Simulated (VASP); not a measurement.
Here is a VASP 6.6.1 calculation.

The input INCAR:

```
SYSTEM = LiF
ALGO = Normal ; EDIFF = 1E-8
ENCUT = 520 ; ISIF = 2
ISMEAR = 0 ; LASPH = .True.
LCALCEPS = .True. ; LCHARG = .False.
LMIXTAU = .True. ; LREAL = .False.
LWAVE = .False. ; METAGGA = R2SCAN
NELM = 100 ; PREC = Accurate
SIGMA = 0.01
```

The input KPOINTS:

```
k-points
0
Gamma
  10 10 10
  0 0 0
```

File POSCAR:

```
LiF
1.0
   -0.0368410052      1.9979281671      1.9979281671
    1.9979281671     -0.0368410052      1.9979281671
    1.9979281671      1.9979281671     -0.0368410052
Li F
1 1
Direct
    0.0000000000      0.0000000000      0.0000000000
    0.5000000000      0.5000000000      0.5000000000
```

Potentials or basis: VASP PAW PBE potentials, release 64 (Li_sv, F).

Command:

```bash
$ cat potpaw_PBE.64/Li_sv/POTCAR potpaw_PBE.64/F/POTCAR > POTCAR
$ mpirun -np 1 vasp_std > vasp.out
```

(1) Predict the electronic dielectric tensor (diagonal).

(2) Predict the Born charges (mean of the diagonal).

(3) What does it give for the band gap on the k mesh?

## Answers

(1) 1.99.

(2) Li +1.06; F -1.06 e.

(3) 10.13 eV.

Caveat: the cell differs from its parent crystal (epitaxial 111 strain +2.0%).
